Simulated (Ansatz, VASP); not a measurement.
**LuHf4O: VASP beside Ansatz**

```xyz
6
Lattice="4.0640 0.0000 0.0000 0.0000 4.0640 0.0000 0.0000 0.0000 8.1867" Properties=species:S:1:pos:R:3 pbc="T T T"
Lu    2.0320    2.0320    4.0933
Hf    2.0320    0.0000    6.7426
Hf    0.0000    2.0320    1.4441
Hf    2.0320    0.0000    1.4441
Hf    0.0000    2.0320    6.7426
O     0.0000    0.0000    0.0000
```

Change from the starting cell: species swapped into the GdYH4 type (P4/mmm, No. 123).

Alike in both runs: functional PBE; k mesh 4 × 4 × 4; occupations gaussian, width 0.1 eV; no spin polarisation.

Ansatz relaxed the structure, and its values are those at the end. VASP's run is a single point on that final structure, the one shown.

```csv
,VASP,Ansatz
version,VASP 6.6.1,Ansatz 0.2.0
potentials or method,"VASP PAW PBE potentials, release 64 (Lu, Hf_pv, O), cutoff 520 eV","scalar-relativistic, plane waves, PAW"
valence electrons in the cell,71,135
```

|  | VASP | Ansatz | Ansatz less VASP |
| --- | --- | --- | --- |
| gap on the k mesh at the Fermi level (eV) | none | none | - |
| pressure (GPa) | -0.4 | 0.1 | +0.48 |
| rms of the force components (eV/Å) | 0.029 | 0.000 | -0.0289 |

A gap of «none» marks a metal or a gap that the smearing closes. The functional is the same, so the differences come from potentials, cutoffs and numerics. VASP's potentials hold 71 valence electrons a cell and Ansatz's 135, so a difference there can come from the potentials and not from the codes.

The k mesh is coarse, so the values compare programs but aren't converged. Neither program's run includes spin-orbit coupling.
